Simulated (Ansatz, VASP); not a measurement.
BN: VASP beside Ansatz

Contents of INCAR:

```
PREC = Accurate
ENCUT = 600
EDIFF = 1E-6
ISMEAR = -1
SIGMA = 0.05
LREAL = F
LASPH = T
NELM = 60
ALGO = Normal
ISIF = 3
LWAVE = F
LCHARG = F
GGA = PS
IVDW = 12
IBRION = 2
NSW = 60
EDIFFG = -0.01
```

The input KPOINTS:

```
regular mesh
0
Gamma
  12 12 4
```

Contents of POSCAR:

```
BN
1.0
    2.4982400000      0.0000000000      0.0000000000
   -1.2491200000      2.1635393048      0.0000000000
    0.0000000000      0.0000000000      6.6357000000
N B
2 2
Direct
    0.6666666667      0.3333333333      0.2500000000
    0.3333333333      0.6666666667      0.7500000000
    0.6666666667      0.3333333333      0.7500000000
    0.3333333333      0.6666666667      0.2500000000
```

File input.yaml:

```yaml
crystal:
  lattice:
    - [2.49824, 0.0, 0.0]
    - [-1.24912, 2.1635393048, 0.0]
    - [0.0, 0.0, 6.6357]
  atoms:
    - { symbol: "N", position: [0.6666666667, 0.3333333333, 0.25] }
    - { symbol: "N", position: [0.3333333333, 0.6666666667, 0.75] }
    - { symbol: B, position: [0.6666666667, 0.3333333333, 0.75] }
    - { symbol: B, position: [0.3333333333, 0.6666666667, 0.25] }
hamiltonian:
  xc: pbesol
  pseudopotentials: { kind: paw }
  dispersion: d3bj
kpoints:
  mp_grid: { grid: [12, 12, 4] }
scf:
  occupations: { method: fermi_dirac, width: 0.05 }
output:
  forces: true
  stress: true
  eigenvalues: true
relax:
  f_tol: 0.01
  max_steps: 40
  cell: { stress_tol: 0.05 }
```

Alike in both runs: task relaxation of cell and atoms; functional PBEsol; dispersion D3(BJ); k mesh 12 × 12 × 4; occupations fermi-dirac, width 0.05 eV; no spin polarisation.

|  | VASP | Ansatz |
| --- | --- | --- |
| version | VASP 6.6.1 | Ansatz 0.2.0 |
| potentials or method | VASP PAW PBE potentials, release 64 (N, B) | Ansatz PAW |
| plane-wave cutoff (eV) | 600 | 420 |
| valence electrons in the cell | 16 | 16 |

VASP gave:

* gap on the k mesh at the Fermi level, each at its own relaxed structure (eV): 4.07
* relaxed volume (Å³/atom): 8.61
* relaxed cell length with the largest relative difference (Å): 6.357

**Question.** Estimate Ansatz's values.

**Answer.** gap on the k mesh at the Fermi level, each at its own relaxed structure (eV): 4.10; relaxed volume (Å³/atom): 8.69; relaxed cell length with the largest relative difference (Å): 6.418.

VASP's potentials were made for PBE, not for PBEsol.

Noted on Ansatz's run: the plane-wave basis is chosen anew once the cell has moved, so the energies of steps on either side of that aren't comparable.
